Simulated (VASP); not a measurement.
Al16O25 (a cell with a defect): single point with r2SCANh

The system is Al16O25 (a cell with a defect).

```
CELL_PARAMETERS angstrom
2.40394 1.38792 4.37421
-4.80788 2.77583 8.74841
0.00000 -5.55167 8.74841
ATOMIC_POSITIONS crystal
Al 0.63832 0.33109 0.32545
Al 0.84486 0.43403 0.42826
Al 0.14613 0.06981 0.07393
Al 0.34074 0.18277 0.18682
Al 0.66733 0.32928 0.81327
Al 0.81997 0.44303 0.92742
Al 0.14496 0.07728 0.57679
Al 0.35383 0.17840 0.67600
Al 0.63818 0.83111 0.32416
Al 0.84863 0.93241 0.42554
Al 0.13318 0.58055 0.07815
Al 0.34186 0.67982 0.17932
Al 0.64207 0.82824 0.82267
Al 0.84855 0.93120 0.92548
Al 0.13895 0.58033 0.57410
Al 0.34803 0.68254 0.67620
O 0.43863 0.02957 0.38014
O 0.93916 0.13455 0.27299
O 0.04024 0.37805 0.23934
O 0.74354 0.22464 0.03198
O 0.24597 0.28895 0.46741
O 0.52760 0.48444 0.12819
O 0.44654 0.01738 0.87861
O 0.95917 0.12845 0.77212
O 0.04334 0.38139 0.71877
O 0.74451 0.21962 0.53934
O 0.33262 0.24726 0.90655
O 0.54822 0.48526 0.62093
O 0.43386 0.53000 0.38068
O 0.92970 0.63725 0.27641
O 0.04819 0.87651 0.22701
O 0.74250 0.71718 0.03690
O 0.24344 0.79153 0.46510
O 0.54768 0.98372 0.12195
O 0.44389 0.53774 0.87507
O 0.93899 0.63546 0.77141
O 0.05291 0.87592 0.72664
O 0.74347 0.72376 0.53285
O 0.24091 0.78923 0.96763
O 0.55712 0.98009 0.61947
O 0.15403 0.35000 0.00987
```

| Property | Result |
| --- | --- |
| Program | VASP 6.6.1 |
| Task | single point |
| Functional | r2SCANh |
| Potentials or basis | VASP PAW PBE potentials, release 64 (Al, O_h) |
| Cutoff | 1100 eV |
| k mesh | 1 × 1 × 1 |
| Occupations | fermi-dirac, width 0.01 eV |
| Spin | no spin polarisation |

The pressure is -4.3 GPa, the largest force is 0.690 eV/Å and the band gap on the k mesh is 6.71 eV.

Forces in eV/Å, atoms in the order of the input:
```
Al  -0.049  0.000  0.057
Al   0.020  0.057 -0.073
Al   0.058  0.038  0.003
Al  -0.051 -0.039 -0.004
Al   0.036  0.057 -0.020
Al  -0.070 -0.006  0.026
Al  -0.006 -0.031  0.058
Al   0.039 -0.009 -0.070
Al   0.010  0.002  0.036
Al   0.001 -0.011 -0.037
Al  -0.011 -0.033  0.079
Al   0.028 -0.011 -0.060
Al  -0.064  0.012  0.075
Al   0.022  0.041 -0.057
Al  -0.004 -0.007  0.021
Al   0.008 -0.010 -0.026
O    0.015  0.054 -0.008
O    0.037  0.021  0.021
O   -0.055 -0.033  0.001
O   -0.033  0.064  0.000
O    0.041 -0.044  0.020
O   -0.042  0.009 -0.002
O    0.055  0.033 -0.008
O    0.020  0.041  0.003
O   -0.035 -0.061 -0.012
O   -0.028  0.019 -0.010
O   -0.366 -0.268  0.519
O    0.003 -0.036  0.010
O    0.017  0.017 -0.004
O    0.026  0.015  0.016
O   -0.046  0.016  0.004
O   -0.005  0.028  0.015
O    0.019 -0.027 -0.001
O   -0.037 -0.025 -0.015
O    0.070 -0.010  0.020
O    0.027 -0.014 -0.009
O   -0.022 -0.008  0.000
O   -0.022  0.042  0.000
O    0.021 -0.058 -0.027
O   -0.033 -0.012 -0.016
O    0.406  0.185 -0.526
```

Stress tensor (GPa, compression positive):
```
-4.47 -1.19 -0.76
-1.19 -3.03 -0.45
-0.76 -0.45 -5.39
```

Levels at points of the mesh, in eV from the valence-band top:
| k point | band 95 | band 96 | band 97 | band 98 | band 99 | band 100 | band 101 | band 102 | band 103 | band 104 |
| --- | --- | --- | --- | --- | --- | --- | --- | --- | --- | --- |
| (0.00, 0.00, 0.00) | -0.58 | -0.40 | -0.40 | -0.20 | 0.00 | 6.71 | 7.37 | 10.07 | 10.45 | 10.68 |

It took 19 min on 1 thread of AMD EPYC 7R13 Processor (Zen 3) (shared host), peak memory 1.4 GiB.

Caveat: the k points lie up to 1.22 Å⁻¹ apart; the PAW data sets were made with another functional, which shifts forces and pressure a little.
